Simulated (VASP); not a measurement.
# P: single point with PBEsol+D4

Crystal: P.

```
P
1.0
    -1.61180    1.61180    1.61180
     1.61180   -1.61180    1.61180
     1.61180    1.61180   -1.61180
P
1
Direct
  0.00000 0.00000 0.00000
```

This isn't the form of P at room conditions, which is orthorhombic.

```
Program                : VASP 6.6.1
Task                   : single point
Functional             : PBEsol
Dispersion             : D4
Potentials or basis    : VASP PAW PBE potentials, release 64 (P)
Cutoff                 : 500 eV
k mesh                 : 8 × 8 × 8
Occupations            : gaussian, width 0.1 eV
Spin                   : no spin polarisation
Dipole correction      : no
Further INCAR settings : ALGO = Normal; EDIFF = 1e-06; NBANDS = 8
```

```json
{
  "Pressure": "-17.7 GPa",
  "Band gap on the k mesh": "zero (an odd number of electrons rules out a gap without spin polarisation)",
  "Dispersion energy per atom": "-0.249 eV"
}
```

Levels at points of the mesh, in eV from the Fermi level:
```
           k point  band 1  band 2  band 3  band 4  band 5  band 6  band 7
(0.00, 0.00, 0.00)  -14.80    5.80    5.80    5.80   11.68   11.68   11.68
(0.50, 0.00, 0.00)   -9.50   -6.61    2.00    4.45    7.58    7.69   17.96
(0.50, 0.50, 0.50)   -5.18   -2.18   -2.18   -2.18    3.14    3.14   21.83
```

Wall time 1.6 s on 1 thread of Intel(R) Xeon(R) 6975P-C (Granite Rapids) (shared host), peak memory 0.12 GiB.

Caveat: the cell stands under tension; the PAW data sets were made with another functional, which shifts forces and pressure a little.
